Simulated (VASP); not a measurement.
Wanted: the native input for a VASP 6.6.1 run.

```
Task                   : single point
Functional             : PBEsol
Potentials or basis    : VASP PAW PBE potentials, release 64 (Pt)
Cutoff                 : 520 eV
k mesh                 : 13 × 13 × 4
Occupations            : fermi-dirac, width 0.1 eV
Spin                   : no spin polarisation
Dipole correction      : no
Further INCAR settings : ALGO = Normal; EDIFF = 1e-06; NBANDS = 28
```

The structure of Pt lies in POSCAR:

```
Pt
1.0
    2.7549920221      0.0000000000      0.0000000000
   -1.3774960110      2.3858930783      0.0000000000
    0.0000000000      0.0000000000      9.1869085749
Pt
4
Direct
    1.0000000000      0.0000000000      0.0000000000
    1.0000000000      0.0000000000      0.5000000000
    0.3333333333      0.6666666667      0.2500000000
    0.6666666667      0.3333333333      0.7500000000
```

One way to write it, as run:

INCAR

```
SYSTEM = Pt
ALGO     = Normal         ! electronic algorithm
EDIFF    = 1E-6           ! SCF threshold, eV
ENCUT    = 520            ! plane-wave cutoff, eV
GGA      = PS             ! functional
ISIF     = 2              ! what is computed and relaxed
ISMEAR   = -1             ! smearing method
LASPH    = .True.         ! aspherical terms in the spheres
LCHARG   = .False.        ! write CHGCAR
LREAL    = .False.        ! projectors in reciprocal space
LWAVE    = .False.        ! write WAVECAR
NBANDS   = 28             ! bands
NELM     = 100            ! most SCF steps
PREC     = Accurate       ! precision mode
SIGMA    = 0.1            ! smearing width, eV
```

KPOINTS

```
k-points
0
Gamma
  13 13 4
  0 0 0
```

Potentials or basis: VASP PAW PBE potentials, release 64 (Pt).

Command:

```console
$ cat potpaw_PBE.64/Pt/POTCAR > POTCAR
$ mpirun -np 1 vasp_std > vasp.out
```

It gave:

```yaml
Pressure: -0.4 GPa
Band_gap_on_the_k_mesh: zero (band 20 reaches 11.46 eV, above the bottom of band 21 at 10.12 eV)
```

Caveat: the PAW data sets were made with another functional, which shifts forces and pressure a little; spin-orbit coupling is left out, which moves the levels of the heavy elements.

It took 37 s on 1 thread of Intel(R) Xeon(R) 6975P-C (Granite Rapids), on a shared host, peak memory 0.22 GiB.
